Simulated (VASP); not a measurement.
# Cu2As3 (Pm-3m) in VASP: notebook, part 2 of 2

VASP 6.6.1. The steps go on from the part before.

## 3. Single point, PBE

This run uses another cell than the first one, of 20.11 Å³/atom, 0.975 times its volume.

Input file INCAR:

```
SYSTEM = Cu2As3
ALGO = Normal
EDIFF = 1E-6
ENCUT = 520
GGA = PE
ISIF = 2
ISMEAR = 0
LASPH = .TRUE.
LCHARG = .FALSE.
LREAL = .FALSE.
LWAVE = .FALSE.
NBANDS = 26
NELM = 100
PREC = Accurate
SIGMA = 0.1
```

Input file KPOINTS:

```
k-points
0
G
  4 4 4
  0 0 0
```

Input file POSCAR:

```
Cu2As3
1.0
    4.6499501800      0.0000000000      0.0000000000
    0.0000000000      4.6499501800      0.0000000000
    0.0000000000      0.0000000000      4.6499501800
Cu As
2 3
Direct
    0.0000000000      0.0000000000      0.0000000000
    0.5000000000      0.5000000000      0.5000000000
    0.0000000000      0.5000000000      0.5000000000
    0.5000000000      0.0000000000      0.5000000000
    0.5000000000      0.5000000000      0.0000000000
```

Potentials or basis: VASP PAW PBE potentials, release 64 (Cu, As).

The run is started by

```
cat potpaw_PBE.64/Cu/POTCAR potpaw_PBE.64/As/POTCAR > POTCAR
mpirun -np 1 vasp_std > vasp.out
```

OUTCAR:

```text
SYSTEM = Cu2As3
   EDIFF = 1E-6
   ENCUT = 520
   GGA = PE
   ISIF = 2
   ISMEAR = 0
   LASPH = .TRUE.
   LREAL = .FALSE.
   NELM = 100
   PREC = Accurate

 ion  position               nearest neighbor table
   1  0.000  0.000  0.000-
   2  0.500  0.500  0.500-   3 2.32   4 2.32   5 2.32   5 2.32   4 2.32   3 2.32
   3  0.000  0.500  0.500-   2 2.32   2 2.32
   4  0.500  0.000  0.500-   2 2.32   2 2.32
   5  0.500  0.500  0.000-   2 2.32   2 2.32

  LATTYP: Found a simple cubic cell.
 ALAT       =     4.6499501800

  Lattice vectors:

 A1 = (   4.6499501800,   0.0000000000,   0.0000000000)
 A2 = (   0.0000000000,   4.6499501800,   0.0000000000)
 A3 = (   0.0000000000,   0.0000000000,   4.6499501800)

Analysis of symmetry for initial positions (statically):
=====================================================================
 Subroutine PRICEL returns:
 Original cell was already a primitive cell.

 Routine SETGRP: Setting up the symmetry group for a
 simple cubic supercell.

 Subroutine GETGRP returns: Found 48 space group operations
 (whereof 48 operations were pure point group operations)
 out of a pool of 48 trial point group operations.

The static configuration has the point symmetry O_h .

Analysis of symmetry for dynamics (positions and initial velocities):
=====================================================================
 Subroutine PRICEL returns:
 Original cell was already a primitive cell.

 Routine SETGRP: Setting up the symmetry group for a
 simple cubic supercell.

 Subroutine GETGRP returns: Found 48 space group operations
 (whereof 48 operations were pure point group operations)
 out of a pool of 48 trial point group operations.

The dynamic configuration has the point symmetry O_h .

 Subroutine INISYM returns: Found 48 space group operations
 (whereof 48 operations are pure point group operations),
 and found     1 'primitive' translations

----------------------------------------------------------------------------------------

                                     Primitive cell

  volume of cell :     100.5414

  direct lattice vectors                    reciprocal lattice vectors
     4.649950180  0.000000000  0.000000000     0.215056068  0.000000000  0.000000000
     0.000000000  4.649950180  0.000000000     0.000000000  0.215056068  0.000000000
     0.000000000  0.000000000  4.649950180     0.000000000  0.000000000  0.215056068

  length of vectors
     4.649950180  4.649950180  4.649950180     0.215056068  0.215056068  0.215056068

  position of ions in fractional coordinates (direct lattice)
     0.000000000  0.000000000  0.000000000
     0.500000000  0.500000000  0.500000000
     0.000000000  0.500000000  0.500000000
     0.500000000  0.000000000  0.500000000
     0.500000000  0.500000000  0.000000000

  ion indices of the primitive-cell ions
   primitive index   ion index
                 1           1
                 2           2
                 3           3
                 4           4
                 5           5

[... 21 lines left out ...]
 Subroutine IBZKPT returns following result:
 ===========================================

 Found     10 irreducible k-points:

 Following reciprocal coordinates:
            Coordinates               Weight
  0.000000  0.000000  0.000000      1.000000
  0.250000  0.000000  0.000000      6.000000
  0.500000  0.000000  0.000000      3.000000
  0.250000  0.250000  0.000000     12.000000
  0.500000  0.250000  0.000000     12.000000
  0.500000  0.500000  0.000000      3.000000
  0.250000  0.250000  0.250000      8.000000
  0.500000  0.250000  0.250000     12.000000
  0.500000  0.500000  0.250000      6.000000
  0.500000  0.500000  0.500000      1.000000
   k-points           NKPTS =     10   k-points in BZ     NKDIM =     10   number of bands    NBANDS=     26
   number of dos      NEDOS =    301   number of ions     NIONS =      5
   total plane-waves  NPLWV =  46656
   dimension x,y,z NGX =    36 NGY =   36 NGZ =   36
   dimension x,y,z NGXF=    72 NGYF=   72 NGZF=   72
   ions per type =               2   3
   NGX,Y,Z   is equivalent  to a cutoff of  12.87, 12.87, 12.87 a.u.
   NGXF,Y,Z  is equivalent  to a cutoff of  25.74, 25.74, 25.74 a.u.
 SYSTEM =  Cu2As3
   PREC   = accura    normal or accurate (medium, high low for compatibility)
   ISTART =      0    job   : 0-new  1-cont  2-samecut
   ICHARG =      2    charge: 1-file 2-atom 10-const
   ISPIN  =      1    spin polarized calculation?
   LNONCOLLINEAR =      F non collinear calculations
   LSORBIT =      F    spin-orbit coupling
   LASPH  =      T    aspherical Exc in radial PAW
   ENCUT  =  520.0 eV  38.22 Ry    6.18 a.u.   8.65  8.65  8.65*2*pi/ulx,y,z
   NELM   =    100;   NELMIN=  2; NELMDL= -5     # of ELM steps
   EDIFF  = 0.1E-05   stopping-criterion for ELM
   LREAL  =      F    real-space projection
   EDIFFG = 0.1E-04   stopping-criterion for IOM
   NSW    =      0    number of steps for IOM
   IBRION =     -1    ionic relax: 0-MD 1-quasi-New 2-CG
   NFREE  =      0    steps in history (QN), initial steepest desc. (CG)
   ISIF   =      2    stress and relaxation
   ISYM   =      2    0-nonsym 1-usesym 2-fastsym
   POTIM  = 0.5000    time-step for ionic-motion
   TEBEG  =    0.0;   TEEND  =   0.0 temperature during run
   PSTRESS=    0.0 pullay stress
   NELECT =      37.0000    total number of electrons
   NUPDOWN=      -1.0000    fix difference up-down
   EMIN   =  10.00;   EMAX   =-10.00  energy-range for DOS
   EFERMI =   0.00;   METHOD = LEGACY
   ISMEAR =     0;   SIGMA  =   0.10  broadening in eV -4-tet -1-fermi 0-gaus
   EFERMI_NEDOS =   21; number of points for ismear=-14 and -15
   IALGO  =     38    algorithm
   IMIX   =      4    mixing-type and parameters
     AMIX     =   0.40;   BMIX     =  1.00
     AMIX_MAG =   1.60;   BMIX_MAG =  1.00
  volume/ion in A,a.u.               =      20.11       135.70
  Fermi-wavevector in a.u.,A,eV,Ry     =   1.173169  2.216967 18.726033  1.376325
  Thomas-Fermi vector in A             =   2.309586
   LORBIT       =      0    0 simple, 1 ext, 2 COOP (PROOUT), +10 PAW based schemes
   GGA     = PE    functional components
   LHFCALC =     F    Hartree Fock is set to
   AEXX    =    0.0000 exact exchange contribution
   IVDW    =     0    specifies the selected vdW correction
   LEPSILON=     F    determine dielectric tensor
   LRPA    =     F    only Hartree local field effects (RPA)
 non-spin polarized calculation
 Gauss-broadening in eV      SIGMA  =   0.10
  energy-cutoff  :      520.00
  volume of cell :      100.54
 maximum number of plane-waves:      2800
 NGX is ok and might be reduce to    36
   NGX = 17   NGY = 17   NGZ = 17

 number of electron      36.9999953 magnetization

 Free energy of the ion-electron system (eV)
  ---------------------------------------------------
  ext. energy  EPLUGINS =         0.00000000
  ---------------------------------------------------
  free energy    TOTEN  =       -17.32308849 eV

  energy without entropy =      -17.30671297  energy(sigma->0) =      -17.31490073

 E-fermi :   4.6241     XC(G=0): -10.1572

 val. band max:        4.5988886210   @ k =   0.2500   0.0000   0.0000
 cond. band min:       4.6249558372   @ k =   0.5000   0.5000   0.0000
 fundamental gap:      0.0260672163
 Fermi energy:         4.6240644946

 k-point     1 :       0.0000    0.0000    0.0000
  band No.  band energies     occupation
      1      -8.6697      2.00000
      2      -5.2779      2.00000
      3      -5.2779      2.00000
      4      -0.0090      2.00000
      5      -0.0090      2.00000
      6      -0.0090      2.00000
[... 279 lines left out ...]
     25      11.3638      0.00000
     26      11.3638      0.00000

------------------------ aborting loop because EDIFF is reached ----------------------------------------

  FORCE on cell =-STRESS in cart. coord.  units (eV):
  Direction    XX          YY          ZZ          XY          YZ          ZX
  --------------------------------------------------------------------------------------
  -------------------------------------------------------------------------------------
  Total        1.6867752      1.6867752      1.6867752     -0.0000000     -0.0000000     -0.0000000
  in kB       26.8796052     26.8796052     26.8796052     -0.0000000     -0.0000000     -0.0000000
  external PRESSURE =      26.8796052 kB  Pullay stress =       0.0000000 kB

 VOLUME and BASIS-vectors are now :
 -----------------------------------------------------------------------------
  energy-cutoff  :      520.00
  volume of cell :      100.54
      direct lattice vectors                 reciprocal lattice vectors
     4.649950180  0.000000000  0.000000000     0.215056068  0.000000000  0.000000000
     0.000000000  4.649950180  0.000000000     0.000000000  0.215056068  0.000000000
     0.000000000  0.000000000  4.649950180     0.000000000  0.000000000  0.215056068

 POSITION                                       TOTAL-FORCE (eV/Angst)
 -----------------------------------------------------------------------------------
      0.00000      0.00000      0.00000         0.000000      0.000000      0.000000
      2.32498      2.32498      2.32498         0.000000      0.000000      0.000000
      0.00000      2.32498      2.32498         0.000000      0.000000      0.000000
      2.32498      0.00000      2.32498         0.000000      0.000000      0.000000
      2.32498      2.32498      0.00000         0.000000      0.000000      0.000000
 -----------------------------------------------------------------------------------
    total drift:                                0.000000      0.000000      0.000000

  FREE ENERGIE OF THE ION-ELECTRON SYSTEM (eV)
  ---------------------------------------------------
  free  energy   TOTEN  =       -17.3230884938 eV

  energy  without entropy=      -17.3067129750  energy(sigma->0) =      -17.31490073
```

OSZICAR:

```text
N       E                     dE             d eps       ncg     rms          rms(c)
DAV:   1     0.263944915625E+03    0.26394E+03   -0.15283E+04   520   0.156E+03
DAV:   2     0.489915505802E+01   -0.25905E+03   -0.24964E+03   520   0.329E+02
DAV:   3    -0.186590252103E+02   -0.23558E+02   -0.22557E+02   696   0.116E+02
DAV:   4    -0.196676707283E+02   -0.10086E+01   -0.99811E+00   656   0.212E+01
DAV:   5    -0.197013716502E+02   -0.33701E-01   -0.33683E-01   686   0.405E+00    0.151E+01
DAV:   6    -0.228794491095E+02   -0.31781E+01   -0.55627E+01   576   0.205E+02    0.136E+01
DAV:   7    -0.176319607328E+02    0.52475E+01   -0.16093E+01   622   0.928E+01    0.435E+00
DAV:   8    -0.173207692960E+02    0.31119E+00   -0.22792E+00   786   0.292E+01    0.102E+00
DAV:   9    -0.173613099035E+02   -0.40541E-01   -0.49259E-01   766   0.150E+01    0.168E+00
DAV:  10    -0.173225036375E+02    0.38806E-01   -0.18827E-01   728   0.110E+01    0.228E-01
DAV:  11    -0.173250482545E+02   -0.25446E-02   -0.11920E-02   758   0.186E+00    0.333E-01
DAV:  12    -0.173233166912E+02    0.17316E-02   -0.11548E-02   672   0.283E+00    0.140E-01
DAV:  13    -0.173231100956E+02    0.20660E-03   -0.20947E-03   756   0.758E-01    0.333E-02
DAV:  14    -0.173230886326E+02    0.21463E-04   -0.10876E-04   768   0.213E-01    0.924E-03
DAV:  15    -0.173230907385E+02   -0.21060E-05   -0.29000E-05   808   0.589E-02    0.102E-02
DAV:  16    -0.173230886061E+02    0.21325E-05   -0.34770E-06   514   0.427E-02    0.347E-03
DAV:  17    -0.173230884938E+02    0.11232E-06   -0.99867E-07   292   0.174E-02
   1 F= -.17323088E+02 E0= -.17314901E+02  d E =-.163755E-01
```

stdout:

```text
POSCAR found type information on POSCAR CuAs
 POSCAR found :  2 types and       5 ions
 scaLAPACK will be used
 LDA part: xc-table for (Slater+PW92), standard interpolation
 POSCAR, INCAR and KPOINTS ok, starting setup
 FFT: planning ... GRIDC
 FFT: planning ... GRID_SOFT
 FFT: planning ... GRID
 WAVECAR not read
 entering main loop
```

Wall time 35 s (1 thread of Intel Xeon Platinum 8259CL at 2.50GHz (Skylake/Cascade Lake), shared host); peak memory 0.2 GiB.

What came out:

```
Free energy : -17.3231 eV
Pressure    : 2.7 GPa
```
